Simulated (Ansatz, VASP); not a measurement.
# SiC: VASP beside Ansatz

INCAR

```
SYSTEM = SiC
PREC = Accurate
ENCUT = 520
EDIFF = 1E-6
ISMEAR = 0
SIGMA = 0.05
LREAL = .FALSE.
LASPH = .TRUE.
NELM = 60
ALGO = Normal
ISIF = 2
LWAVE = .FALSE.
LCHARG = .FALSE.
GGA = PE
NBANDS = 26
```

Contents of KPOINTS:

```
Automatic mesh
0
G
  12 12 4
  0 0 0
```

The input POSCAR:

```
SiC
1.0
    3.0219000000      0.0000000000      0.0000000000
   -1.5109500000      2.6170421677      0.0000000000
    0.0000000000      0.0000000000      9.5889000000
Si C
4 4
Direct
    0.6666666667      0.3333333333      0.9378436843
    0.3333333333      0.6666666667      0.4378436843
    0.0000000000      0.0000000000      0.6878989045
    0.0000000000      0.0000000000      0.1878989045
    0.6666666667      0.3333333333      0.7498087506
    0.3333333333      0.6666666667      0.2498087506
    0.0000000000      0.0000000000      0.5004476606
    0.0000000000      0.0000000000      0.0004476606
```

Input for Ansatz:

```yaml
crystal:
  lattice:
    - [3.0219, 0.0, 0.0]
    - [-1.51095, 2.6170421677, 0.0]
    - [0.0, 0.0, 9.5889]
  atoms:
    - { symbol: Si, position: [0.6666666667, 0.3333333333, 0.9378436843] }
    - { symbol: Si, position: [0.3333333333, 0.6666666667, 0.4378436843] }
    - { symbol: Si, position: [0.0, 0.0, 0.6878989045] }
    - { symbol: Si, position: [0.0, 0.0, 0.1878989045] }
    - { symbol: C, position: [0.6666666667, 0.3333333333, 0.7498087506] }
    - { symbol: C, position: [0.3333333333, 0.6666666667, 0.2498087506] }
    - { symbol: C, position: [0.0, 0.0, 0.5004476606] }
    - { symbol: C, position: [0.0, 0.0, 0.0004476606] }
basis:
  ecutwfc: 520.0
kpoints:
  mp_grid: { grid: [12, 12, 4] }
hamiltonian:
  xc: pbe
  pseudopotentials: { kind: paw, azcp: { folder: soft_1 } }
scf:
  occupations: { method: gaussian, width: 0.05 }
output:
  forces: true
  stress: true
  eigenvalues: true
```

Alike in both runs: task single point; functional PBE; k mesh 12 × 12 × 4; occupations gaussian, width 0.05 eV; no spin polarisation.

|  | VASP | Ansatz |
| --- | --- | --- |
| version | VASP 6.6.1 | Ansatz 0.2.0 |
| potentials or method | VASP PAW PBE potentials, release 64 (Si, C), cutoff 520 eV | scalar-relativistic, plane waves, PAW |
| valence electrons in the cell | 32 | 32 |

```csv
,VASP,Ansatz,Ansatz less VASP
gap on the k mesh at the Fermi level (eV),2.20,2.20,+0.005
least direct gap on the mesh (eV),3.37,3.37,+0.007
pressure (GPa),26.7,26.8,+0.14
"traceless stress, the component that is largest in VASP (GPa)",14.60,14.56,-0.043
rms of the force components (eV/Å),0.314,0.315,+0.0010
```

Atom by atom the forces differ by 0.001 eV/Å (rms over components). With one functional, cell and mesh, what is left measures potentials, basis and numerics.
